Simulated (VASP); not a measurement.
A run of VASP 6.6.1 is set up as follows.

The input INCAR:

```
SYSTEM = MoSe2
PREC = Accurate
ENCUT = 500
EDIFF = 1E-6
ISMEAR = -1
SIGMA = 0.3
LREAL = .FALSE.
LASPH = .TRUE.
NELM = 120
ALGO = Normal
ISIF = 2
LWAVE = .FALSE.
LCHARG = .FALSE.
NBANDS = 35
GGA_COMPAT = .FALSE.
```

Contents of KPOINTS:

```
Automatic mesh
0
G
  9 9 2
  0 0 0
```

File POSCAR:

```
MoSe2
1.0
    3.2880000000      0.0000000000      0.0000000000
   -1.6440000000      2.8474915276      0.0000000000
    0.0000000000      0.0000000000     12.9000000000
Mo Se
2 4
Direct
    0.3333330000      0.6666670000      0.2500000000
    0.6666670000      0.3333330000      0.7500000000
    0.3333330000      0.6666670000      0.6250000000
    0.6666670000      0.3333330000      0.1250000000
    0.3333330000      0.6666670000      0.8750000000
    0.6666670000      0.3333330000      0.3750000000
```

Potentials or basis: VASP PAW LDA potentials, release 64 (Mo_sv, Se).

Launch:

```sh
$ cat potpaw_LDA.64/Mo_sv/POTCAR potpaw_LDA.64/Se/POTCAR > POTCAR
$ mpirun -np 1 vasp_std > vasp.out
```

Task: Estimate the pressure.

Result: 1.4 GPa.

Task: What does it give for the band gap on the k mesh?

Result: 0.86 eV (least direct gap 1.37 eV).

Task: What does it give for the largest force?

Result: 0.673 eV/Å.

Forces on the atoms (eV/Å):
```
Mo   0.000  0.000  0.000
Mo   0.000  0.000  0.000
Se   0.000  0.000 -0.673
Se   0.000  0.000 -0.673
Se   0.000  0.000  0.673
Se   0.000  0.000  0.673
```

Caveat: so wide a smearing shifts energies and pressures. A k mesh can miss the band edges.
